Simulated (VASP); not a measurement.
Input of a VASP 6.6.1 run:

The input POSCAR:

```
CdS
1.0
    0.0000000000      2.9100000000      2.9100000000
    2.9100000000      0.0000000000      2.9100000000
    2.9100000000      2.9100000000      0.0000000000
Cd S
1 1
Direct
    0.0000000000      0.0000000000      0.0000000000
    0.8228976063      0.7500000000      0.7500000000
```

INCAR.step1

```
  ALGO = Normal
  EDIFF = 1E-4
  ENCUT = 520
  GGA = PE
  ISMEAR = 0
  LASPH = True
  LCHARG = False
  LREAL = False
  LWAVE = True
  NBANDS = 16
  NELM = 100
  PREC = Accurate
  SIGMA = 0.05
```

The input INCAR.step2:

```
  ALGO = Normal
  EDIFF = 1E-6
  ENCUT = 520
  ISIF = 2
  ISMEAR = 0
  ISTART = 1
  LASPH = True
  LCHARG = False
  LMIXTAU = True
  LREAL = False
  LWAVE = False
  METAGGA = R2SCAN
  NBANDS = 16
  NELM = 100
  PREC = Accurate
  SIGMA = 0.05
```

File KPOINTS:

```
k-points
0
Gamma
  8 8 8
```

Potentials or basis: VASP PAW PBE potentials, release 64 (Cd, S).

Command:

```sh
$ cat potpaw_PBE.64/Cd/POTCAR potpaw_PBE.64/S/POTCAR > POTCAR
$ cp INCAR.step1 INCAR
$ mpirun -np 1 vasp_std > vasp.out
$ cp INCAR.step2 INCAR
$ mpirun -np 1 vasp_std > vasp.out
```

Question: Estimate the largest force.

Answer: 2.119 eV/Å.

Question: Predict the band gap on the k mesh.

Answer: 1.61 eV.

Forces in eV/Å, atoms in the order of the input:
```
Cd   1.007  1.318  1.318
S   -1.007 -1.318 -1.318
```

Caveat: the cell differs from its parent crystal (all S atoms moved -0.300 Å, as atom 2 towards its neighbour atom 2 (S) at 4.115 Å); the PAW data sets were made with another functional, which shifts forces and pressure a little.
